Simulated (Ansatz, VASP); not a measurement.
# TiCo2: VASP beside Ansatz

File INCAR:

```
SYSTEM = TiCo2
ALGO = Normal
EDIFF = 1E-6
EDIFFG = -0.01
ENCUT = 600
GGA = PS
IBRION = 2
ISIF = 3
ISMEAR = 0
ISPIN = 2
LASPH = .True.
LCHARG = .False.
LMAXMIX = 4
LORBIT = 11
LREAL = .False.
LWAVE = .False.
MAGMOM = -0.31 -0.31 0.82 0.82 0.82 0.82
NELM = 150
NSW = 80
PREC = Accurate
SIGMA = 0.1
```

KPOINTS

```
k-points
0
Gamma
  2 2 2
  0 0 0
```

The input POSCAR:

```
TiCo2
1.0
    0.0000000000      3.3520000000      3.3520000000
    3.3520000000      0.0000000000      3.3520000000
    3.3520000000      3.3520000000      0.0000000000
Ti Co
2 4
Direct
    0.5000000000      0.5000000000      0.5000000000
    0.7500000000      0.7500000000      0.7500000000
    0.1250000000      0.1250000000      0.1250000000
    0.6250000000      0.1250000000      0.1250000000
    0.1250000000      0.1250000000      0.6250000000
    0.1250000000      0.6250000000      0.1250000000
```

Input for Ansatz:

```yaml
crystal:
  lattice:
    - [0.0, 3.352, 3.352]
    - [3.352, 0.0, 3.352]
    - [3.352, 3.352, 0.0]
  atoms:
    - { symbol: Ti, position: [0.5, 0.5, 0.5], spin: -0.31 }
    - { symbol: Ti, position: [0.75, 0.75, 0.75], spin: -0.31 }
    - { symbol: Co, position: [0.125, 0.125, 0.125], spin: 0.82 }
    - { symbol: Co, position: [0.625, 0.125, 0.125], spin: 0.82 }
    - { symbol: Co, position: [0.125, 0.125, 0.625], spin: 0.82 }
    - { symbol: Co, position: [0.125, 0.625, 0.125], spin: 0.82 }
basis:
  ecutwfc: 420
kpoints:
  mp_grid: { grid: [2, 2, 2] }
hamiltonian:
  xc: pbesol
scf:
  occupations: { method: gaussian, width: 0.1 }
output:
  forces: true
  stress: true
  eigenvalues: true
  populations: true
magnetization:
  spin_polarized: true
relax:
  adjacent_minimum: "off"
  f_tol: 0.01
  max_steps: 60
  cell: { stress_tol: 0.05 }
```

Alike in both runs: task relaxation of cell and atoms; functional PBEsol; k mesh 2 × 2 × 2; occupations gaussian, width 0.1 eV; collinear spin.

|  | VASP | Ansatz |
| --- | --- | --- |
| version | VASP 6.6.1 | Ansatz 0.2.0 |
| potentials or method | VASP PAW PBE potentials, release 64 (Ti_sv, Co), cutoff 600 eV | scalar-relativistic, plane waves, PAW |
| valence electrons in the cell | 60 | 92 |

Ansatz gave:

- gap on the k mesh at the Fermi level, each at its own relaxed structure (eV): none
- net moment per atom (μB): 0.15
- size of the moment on the site where the two differ most (μB): 0.11
- relaxed volume (Å³/atom): 11.74
- relaxed cell length with the largest relative difference (Å): 4.636

**Question.** What did VASP give for the same quantities?

**Answer.** gap on the k mesh at the Fermi level, each at its own relaxed structure (eV): none; net moment per atom (μB): 0.14; size of the moment on the site where the two differ most (μB): 0.09; relaxed volume (Å³/atom): 11.70; relaxed cell length with the largest relative difference (Å): 4.631.

VASP's potentials were made for PBE, not for PBEsol. Site moments also hang on the region over which each program counts them. A gap of «none» marks a metal or a gap that the smearing closes. VASP's potentials hold 60 valence electrons a cell and Ansatz's 92, so a difference there can come from the potentials and not from the codes. Ansatz's warnings: seeded moment not kept.

The k mesh is coarse, so the values compare programs but aren't converged.
